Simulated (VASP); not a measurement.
Set up this calculation in VASP 6.6.1, as the native input.

* Task: single point
* Functional: PBEsol
* Potentials or basis: VASP PAW PBE potentials, release 64 (Al, O)
* Cutoff: 520 eV
* k mesh: 12 × 12 × 4
* Occupations: gaussian, width 0.05 eV
* Spin: no spin polarisation
* Dipole correction: no
* Further INCAR settings: ALGO = Normal; EDIFF = 1e-07; NBANDS = 20

The structure of Al2O3 lies in POSCAR:

```
Al2O3
1.0
    2.8967832423      0.0000000000      0.0000000000
   -1.4483916211      2.5086878770      0.0000000000
    0.0000000000      0.0000000000      7.8776214423
Al O
2 3
Direct
    0.0000000000      0.0000000000      0.2779510000
    0.0000000000      0.0000000000      0.7220490000
    0.3333333333      0.6666666667      0.1994540000
    0.6666666667      0.3333333333      0.8005460000
    0.0000000000      0.0000000000      0.5000000000
```

This cell differs from its parent crystal: strain -0.040 along x and y, +0.040 along z.

One way to write it, as run:

INCAR

```
SYSTEM = Al2O3
PREC = Accurate
ENCUT = 520
EDIFF = 1E-7
ISMEAR = 0
SIGMA = 0.05
LREAL = .False.
LASPH = .True.
NELM = 60
ALGO = Normal
ISIF = 2
LWAVE = .False.
LCHARG = .True.
GGA = PS
LELF = .True.
LVHAR = .True.
NBANDS = 20
```

KPOINTS

```
Automatic mesh
0
Gamma
  12 12 4
  0 0 0
```

Potentials or basis: VASP PAW PBE potentials, release 64 (Al, O).

Command:

```sh
$ cat potpaw_PBE.64/Al/POTCAR potpaw_PBE.64/O/POTCAR > POTCAR
$ mpirun -np 1 vasp_std > vasp.out
```

It gave:

The pressure is 3.0 GPa, the largest force is 2.422 eV/Å and the band gap on the k mesh is 1.61 eV, direct.

Caveat: the cell differs from its parent crystal (strain -0.040 along x and y, +0.040 along z); the PAW data sets were made with another functional, which shifts forces and pressure a little.

Run time: 30 s on 1 thread of Intel(R) Xeon(R) 6975P-C (Granite Rapids), with other jobs on the host, peak memory 0.2 GiB.
